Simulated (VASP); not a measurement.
# Sb2Pt (Pa-3) in VASP: electric field gradients with r2SCAN

Aim: the electric field gradients of Sb2Pt with r2SCAN.

Program: VASP 6.6.1. These are calculated values, not measurements. Logs are shortened: lines on timing, memory, paths and dates and some standing lists are left out, and cuts for length are marked.

## (1) The cell of the first run

The structure is cubic, space group Pa-3 (No. 205). The conventional cell has a = 6.440 Å, b = 6.440 Å, c = 6.440 Å, α = 90.00°, β = 90.00°, γ = 90.00°. Within 3.6 Å of Sb (site symmetry 3) lie 3 Pt at 2.67 Å and 7 Sb at 2.80 to 3.60 Å. Within 3.5 Å of Pt (site symmetry -3) lie 6 Sb at 2.67 Å.

## (2) Electric field gradients, r2SCAN

File POSCAR:

```
Sb2Pt
1.0
    6.4400000000      0.0000000000      0.0000000000
    0.0000000000      6.4400000000      0.0000000000
    0.0000000000      0.0000000000      6.4400000000
Sb Pt
8 4
Direct
    0.3744672110      0.3744672110      0.3744672110
    0.1255327890      0.6255327890      0.8744672110
    0.8744672110      0.1255327890      0.6255327890
    0.6255327890      0.8744672110      0.1255327890
    0.6255327890      0.6255327890      0.6255327890
    0.8744672110      0.3744672110      0.1255327890
    0.1255327890      0.8744672110      0.3744672110
    0.3744672110      0.1255327890      0.8744672110
    0.0000000000      0.0000000000      0.0000000000
    0.5000000000      0.0000000000      0.5000000000
    0.5000000000      0.5000000000      0.0000000000
    0.0000000000      0.5000000000      0.5000000000
```

File INCAR.step1:

```
SYSTEM = Sb2Pt
  PREC = Accurate
  ENCUT = 470
  ISMEAR = -1
  SIGMA = 0.05
  LREAL = .False.
  LASPH = .True.
  NELM = 120
  NBANDS = 108
  GGA = PE
  ALGO = Normal
  EDIFF = 1E-5
  LWAVE = .True.
  LCHARG = .False.
  GGA_COMPAT = .False.
```

File INCAR.step2:

```
SYSTEM = Sb2Pt
  PREC = Accurate
  ENCUT = 470
  EDIFF = 1E-7
  ISMEAR = -1
  SIGMA = 0.05
  LREAL = .False.
  LASPH = .True.
  NELM = 120
  ALGO = Normal
  ISIF = 2
  LWAVE = .False.
  LCHARG = .False.
  METAGGA = R2SCAN
  LMIXTAU = .True.
  LEFG = .True.
  NBANDS = 108
  ISTART = 1
  GGA_COMPAT = .False.
```

File KPOINTS:

```
regular mesh
0
Gamma
  5 5 5
  0 0 0
```

Potentials or basis: VASP PAW PBE potentials, release 64 (Sb_d_GW, Pt_sv_GW).

On the command line:

```sh
$ cat potpaw_PBE.64/Sb_d_GW/POTCAR potpaw_PBE.64/Pt_sv_GW/POTCAR > POTCAR
$ cp INCAR.step1 INCAR
$ mpirun -np 1 vasp_std > vasp.out
$ cp INCAR.step2 INCAR
$ mpirun -np 1 vasp_std > vasp.out
```

OUTCAR:

```text
SYSTEM = Sb2Pt
   PREC = Accurate
   ENCUT = 470
   EDIFF = 1E-7
   ISMEAR = -1
   LREAL = .False.
   LASPH = .True.
   NELM = 120
   ISIF = 2
   METAGGA = R2SCAN
   ISTART = 1

 ion  position               nearest neighbor table
   1  0.374  0.374  0.374-  10 2.67  11 2.67  12 2.67   5 2.80
   2  0.126  0.626  0.874-   9 2.67  11 2.67  12 2.67   6 2.80
   3  0.874  0.126  0.626-   9 2.67  10 2.67  12 2.67   7 2.80
   4  0.626  0.874  0.126-   9 2.67  10 2.67  11 2.67   8 2.80
   5  0.626  0.626  0.626-  10 2.67  11 2.67  12 2.67   1 2.80
   6  0.874  0.374  0.126-   9 2.67  11 2.67  12 2.67   2 2.80
   7  0.126  0.874  0.374-   9 2.67  10 2.67  12 2.67   3 2.80
   8  0.374  0.126  0.874-   9 2.67  10 2.67  11 2.67   4 2.80
   9  0.000  0.000  0.000-   2 2.67   3 2.67   4 2.67   6 2.67   7 2.67   8 2.67
  10  0.500  0.000  0.500-   1 2.67   3 2.67   4 2.67   5 2.67   7 2.67   8 2.67
  11  0.500  0.500  0.000-   1 2.67   2 2.67   4 2.67   5 2.67   6 2.67   8 2.67
  12  0.000  0.500  0.500-   1 2.67   2 2.67   3 2.67   5 2.67   6 2.67   7 2.67

  LATTYP: Found a simple cubic cell.
 ALAT       =     6.4400000000

  Lattice vectors:

 A1 = (   6.4400000000,   0.0000000000,   0.0000000000)
 A2 = (   0.0000000000,   6.4400000000,   0.0000000000)
 A3 = (   0.0000000000,   0.0000000000,   6.4400000000)

Analysis of symmetry for initial positions (statically):
=====================================================================
 Subroutine PRICEL returns:
 Original cell was already a primitive cell.

 Routine SETGRP: Setting up the symmetry group for a
 simple cubic supercell.

 Subroutine GETGRP returns: Found 24 space group operations
 (whereof  6 operations were pure point group operations)
 out of a pool of 48 trial point group operations.

The static configuration has the point symmetry S_6 .
 The point group associated with its full space group is T_h .

Analysis of symmetry for dynamics (positions and initial velocities):
=====================================================================
 Subroutine PRICEL returns:
 Original cell was already a primitive cell.

 Routine SETGRP: Setting up the symmetry group for a
 simple cubic supercell.

 Subroutine GETGRP returns: Found 24 space group operations
 (whereof  6 operations were pure point group operations)
 out of a pool of 48 trial point group operations.

The dynamic configuration has the point symmetry S_6 .
 The point group associated with its full space group is T_h .

 Subroutine INISYM returns: Found 24 space group operations
 (whereof  6 operations are pure point group operations),
 and found     1 'primitive' translations

----------------------------------------------------------------------------------------

                                     Primitive cell

  volume of cell :     267.0900

  direct lattice vectors                    reciprocal lattice vectors
     6.440000000  0.000000000  0.000000000     0.155279503  0.000000000  0.000000000
     0.000000000  6.440000000  0.000000000     0.000000000  0.155279503  0.000000000
     0.000000000  0.000000000  6.440000000     0.000000000  0.000000000  0.155279503

  length of vectors
     6.440000000  6.440000000  6.440000000     0.155279503  0.155279503  0.155279503

  position of ions in fractional coordinates (direct lattice)
     0.374467211  0.374467211  0.374467211
     0.125532789  0.625532789  0.874467211
     0.874467211  0.125532789  0.625532789
     0.625532789  0.874467211  0.125532789
     0.625532789  0.625532789  0.625532789
     0.874467211  0.374467211  0.125532789
     0.125532789  0.874467211  0.374467211
     0.374467211  0.125532789  0.874467211
     0.000000000  0.000000000  0.000000000
     0.500000000  0.000000000  0.500000000
     0.500000000  0.500000000  0.000000000
     0.000000000  0.500000000  0.500000000

[... 94 lines left out ...]
  Fermi-wavevector in a.u.,A,eV,Ry     =   1.466525  2.771330 29.261977  2.150695
  Thomas-Fermi vector in A             =   2.582252
   LORBIT       =      0    0 simple, 1 ext, 2 COOP (PROOUT), +10 PAW based schemes
   METAGGA = R2SCAN    functional components
   LHFCALC =     F    Hartree Fock is set to
   AEXX    =    0.0000 exact exchange contribution
   IVDW    =     0    specifies the selected vdW correction
   LEPSILON=     F    determine dielectric tensor
   LRPA    =     F    only Hartree local field effects (RPA)
 non-spin polarized calculation
  energy-cutoff  :      470.00
  volume of cell :      267.09
 maximum number of plane-waves:      6194
 NGX is ok and might be reduce to    48
   NGX = 23   NGY = 23   NGZ = 23

 number of electron     192.0000061 magnetization

 Free energy of the ion-electron system (eV)
  ---------------------------------------------------
  ext. energy  EPLUGINS =         0.00000000
  ---------------------------------------------------
  free energy    TOTEN  =      -417.67687638 eV

  energy without entropy =     -417.66981903  energy(sigma->0) =     -417.67334771

 E-fermi :   7.4705     XC(G=0): -12.3753

 val. band max:        7.4598096262   @ k =   0.0000   0.0000   0.0000
 cond. band min:       7.6243227763   @ k =   0.2000   0.0000   0.0000
 fundamental gap:      0.1645131500
 Fermi energy:         7.4705110886

 k-point     1 :       0.0000    0.0000    0.0000
  band No.  band energies     occupation
      1     -93.8866      2.00000
      2     -93.8866      2.00000
      3     -93.8866      2.00000
      4     -93.8858      2.00000
      5     -47.5669      2.00000
      6     -47.5669      2.00000
[... 1210 lines left out ...]
    107      10.6849      0.00000
    108      10.7104      0.00000

------------------------ aborting loop because EDIFF is reached ----------------------------------------

  FORCE on cell =-STRESS in cart. coord.  units (eV):
  Direction    XX          YY          ZZ          XY          YZ          ZX
  --------------------------------------------------------------------------------------
  -------------------------------------------------------------------------------------
  Total        5.1058722      5.1058722      5.1058722      0.0000000      0.0000000      0.0000000
  in kB       30.6283017     30.6283017     30.6283017      0.0000000      0.0000000      0.0000000
  external PRESSURE =      30.6283017 kB  Pullay stress =       0.0000000 kB

 VOLUME and BASIS-vectors are now :
 -----------------------------------------------------------------------------
  energy-cutoff  :      470.00
  volume of cell :      267.09
      direct lattice vectors                 reciprocal lattice vectors
     6.440000000  0.000000000  0.000000000     0.155279503  0.000000000  0.000000000
     0.000000000  6.440000000  0.000000000     0.000000000  0.155279503  0.000000000
     0.000000000  0.000000000  6.440000000     0.000000000  0.000000000  0.155279503

 POSITION                                       TOTAL-FORCE (eV/Angst)
 -----------------------------------------------------------------------------------
      2.41157      2.41157      2.41157         0.070818      0.070818      0.070818
      0.80843      4.02843      5.63157        -0.070818     -0.070818      0.070818
      5.63157      0.80843      4.02843         0.070818     -0.070818     -0.070818
      4.02843      5.63157      0.80843        -0.070818      0.070818     -0.070818
      4.02843      4.02843      4.02843        -0.070818     -0.070818     -0.070818
      5.63157      2.41157      0.80843         0.070818      0.070818     -0.070818
      0.80843      5.63157      2.41157        -0.070818      0.070818      0.070818
      2.41157      0.80843      5.63157         0.070818     -0.070818      0.070818
      0.00000      0.00000      0.00000         0.000000      0.000000     -0.000000
      3.22000      0.00000      3.22000         0.000000      0.000000     -0.000000
      3.22000      3.22000      0.00000         0.000000      0.000000     -0.000000
      0.00000      3.22000      3.22000         0.000000      0.000000     -0.000000
 -----------------------------------------------------------------------------------
    total drift:                                0.000000      0.000000      0.000000

  FREE ENERGIE OF THE ION-ELECTRON SYSTEM (eV)
  ---------------------------------------------------
  free  energy   TOTEN  =      -417.6768763818 eV

  energy  without entropy=     -417.6698190317  energy(sigma->0) =     -417.67334771

 Electric field gradients (V/A^2)
---------------------------------------------------------------------
 ion       V_xx      V_yy      V_zz      V_xy      V_xz      V_yz
---------------------------------------------------------------------
   1      -0.000    -0.000    -0.000    30.368    30.368    30.368
   2      -0.000    -0.000     0.000    30.368   -30.368   -30.368
   3      -0.000    -0.000    -0.000   -30.368   -30.368    30.368
   4      -0.000    -0.000     0.000   -30.368    30.368   -30.368
   5      -0.000    -0.000    -0.000    30.368    30.368    30.368
   6      -0.000    -0.000     0.000    30.368   -30.368   -30.368
   7      -0.000    -0.000     0.000   -30.368   -30.368    30.368
   8      -0.000    -0.000     0.000   -30.368    30.368   -30.368
   9       0.000     0.000     0.000   -19.839   -19.839   -19.839
  10      -0.000     0.000     0.000   -19.839    19.839    19.839
  11      -0.000     0.000     0.000    19.839    19.839   -19.839
  12      -0.000     0.000     0.000    19.839   -19.839    19.839
---------------------------------------------------------------------

 Electric field gradients after diagonalization (V/A^2)
 (convention: |V_zz| > |V_xx| > |V_yy|)
----------------------------------------------------------------------
 ion       V_xx      V_yy      V_zz     asymmetry (V_yy - V_xx)/ V_zz
----------------------------------------------------------------------
   1     -30.368   -30.368    60.735       0.000
   2     -30.368   -30.368    60.735       0.000
   3     -30.368   -30.368    60.735       0.000
   4     -30.368   -30.368    60.735       0.000
   5     -30.368   -30.368    60.735       0.000
   6     -30.368   -30.368    60.735       0.000
   7     -30.368   -30.368    60.735       0.000
   8     -30.368   -30.368    60.735       0.000
   9      19.839    19.839   -39.677       0.000
  10      19.839    19.839   -39.677       0.000
  11      19.839    19.839   -39.677       0.000
  12      19.839    19.839   -39.677       0.000
----------------------------------------------------------------------

           NMR quadrupolar parameters

 Cq : quadrupolar parameter    Cq=e*Q*V_zz/h
 eta: asymmetry parameters     (V_yy - V_xx)/ V_zz
 Q  : nuclear electric quadrupole moment in mb (millibarn)
----------------------------------------------------------------------
 ion       Cq(MHz)       eta       Q (mb)
----------------------------------------------------------------------
   1       0.147       0.000       1.000
   2       0.147       0.000       1.000
   3       0.147       0.000       1.000
   4       0.147       0.000       1.000
   5       0.147       0.000       1.000
   6       0.147       0.000       1.000
   7       0.147       0.000       1.000
   8       0.147       0.000       1.000
   9      -0.096       0.000       1.000
  10      -0.096       0.000       1.000
  11      -0.096       0.000       1.000
  12      -0.096       0.000       1.000
----------------------------------------------------------------------
```

It took 15 min on 1 thread of Intel Xeon 6975P-C (Granite Rapids), shared host; peak memory 0.5 GiB.

Results:

```yaml
Free_energy: -417.6769 eV
Pressure: 3.1 GPa
Largest_force: 0.123 eV/Å
Band_gap_on_the_k_mesh: 0.02 eV (least direct gap 0.19 eV)
Largest_electric_field_gradient_by_atom: Sb +60.7; Pt -39.7 V/Å²
```

Forces in eV/Å, atoms in the order of the input:
```
Sb   0.071  0.071  0.071
Sb  -0.071 -0.071  0.071
Sb   0.071 -0.071 -0.071
Sb  -0.071  0.071 -0.071
Sb  -0.071 -0.071 -0.071
Sb   0.071  0.071 -0.071
Sb  -0.071  0.071  0.071
Sb   0.071 -0.071  0.071
Pt   0.000  0.000  0.000
Pt   0.000  0.000  0.000
Pt   0.000  0.000  0.000
Pt   0.000  0.000  0.000
```

Levels at points of the mesh, in eV from the valence-band top:
| k point | band 93 | band 94 | band 95 | band 96 | band 97 | band 98 | band 99 | band 100 |
| --- | --- | --- | --- | --- | --- | --- | --- | --- |
| (0.00, 0.00, 0.00) | -1.93 | -0.58 | -0.58 | -0.58 | 0.02 | 0.02 | 0.02 | 0.99 |

Electric field gradients, principal values (V/Å²):
```
 atom    least   middle  greatest (by size)
 1 Sb  -30.368  -30.368              60.735
 2 Sb  -30.368  -30.368              60.735
 3 Sb  -30.368  -30.368              60.735
 4 Sb  -30.368  -30.368              60.735
 5 Sb  -30.368  -30.368              60.735
 6 Sb  -30.368  -30.368              60.735
 7 Sb  -30.368  -30.368              60.735
 8 Sb  -30.368  -30.368              60.735
 9 Pt   19.839   19.839             -39.677
10 Pt   19.839   19.839             -39.677
11 Pt   19.839   19.839             -39.677
12 Pt   19.839   19.839             -39.677
```

Caveat: the cell stands under pressure; the smearing spreads over this small gap; without QUAD_EFG the Cq values of the log hold for a quadrupole moment of 1 mb, not for the nuclei; the PAW data sets were made with another functional, which shifts forces and pressure a little; spin-orbit coupling is left out, which moves the levels of the heavy elements; an odd mesh through Γ misses points on the zone boundary, where band edges can lie.

The gap in the log of VASP goes by the Fermi energy; the results here count the filled bands.